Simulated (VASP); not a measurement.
Here is a VASP 6.6.1 calculation.

The input INCAR:

```
ALGO = Normal ; EDIFF = 1E-7
EDIFFG = -0.01 ; ENCUT = 600
GGA = PE ; IBRION = 2
ISIF = 3 ; ISMEAR = 0
LASPH = T ; LCHARG = F
LREAL = F ; LWAVE = F
NELM = 80 ; NSW = 100
PREC = Accurate ; SIGMA = 0.1
```

File KPOINTS:

```
k-points
0
Gamma
  12 12 18
```

POSCAR

```
TaSi2
1.0
    4.4327003204      0.0000000000      0.0000000000
   -2.2163501602      3.8388310848      0.0000000000
    0.0000000000      0.0000000000      2.6117938701
Ta Si
1 2
Direct
    0.0000000000      0.0000000000      0.0000000000
    0.6666666667      0.3333333333      0.5000000000
    0.3333333333      0.6666666667      0.5000000000
```

Potentials or basis: VASP PAW PBE potentials, release 64 (Ta_pv, Si).

Launch:

```bash
$ cat potpaw_PBE.64/Ta_pv/POTCAR potpaw_PBE.64/Si/POTCAR > POTCAR
$ mpirun -np 1 vasp_std > vasp.out
```

(1) Estimate the relaxed cell.

(2) Predict the space group after relaxing (to 0.1 Å).

(3) What does it give for the relaxed volume?

(4) Estimate the band gap on the k mesh.

Results:

(1) a = 4.409 Å, b = 4.409 Å, c = 2.649 Å, α = 90.00°, β = 90.00°, γ = 120.00°.

(2) P6/mmm (No. 191).

(3) 14.86 Å³/atom.

(4) zero (an odd number of electrons rules out a gap without spin polarisation).

Caveat: spin-orbit coupling is left out, which moves the levels of the heavy elements.
